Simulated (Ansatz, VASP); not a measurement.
TiI: VASP beside Ansatz

```
Ti I
1.0
     3.81574    0.00000    0.00000
    -1.90787    3.30453    0.00000
     0.00000    0.00000    7.46966
Ti I
2 2
Direct
  0.33330 0.66670 0.25000
  0.66660 0.33330 0.75000
  0.00000 0.00000 0.00000
  0.00000 0.00000 0.50000
```

Alike in both runs: task single point; functional r2SCAN; k mesh 10 × 10 × 5; no spin polarisation.

|  | VASP | Ansatz |
| --- | --- | --- |
| version | VASP 6.6.1 | Ansatz 0.2.0 |
| potentials or method | VASP PAW PBE potentials, release 64 (Ti_sv, I), cutoff 520 eV | PAW plane waves |
| occupations | fermi-dirac, width 0.1 eV | fermi-dirac |
| valence electrons in the cell | 38 | 58 |

VASP gave:

| Quantity | Value |
| --- | --- |
| pressure (GPa) | -0.9 |
| traceless stress, the component that is largest in VASP (GPa) | 7.80 |

**Question.** What did Ansatz give for the same quantities?

**Answer.** Pressure (GPa): -1.0; traceless stress, the component that is largest in VASP (GPa): 7.77.

VASP's potentials were made for PBE, not for r2SCAN. VASP's potentials hold 38 valence electrons a cell and Ansatz's 58, so a difference there can come from the potentials and not from the codes. Ansatz's warnings: structure snapped to symmetry.

Neither program's run includes spin-orbit coupling.
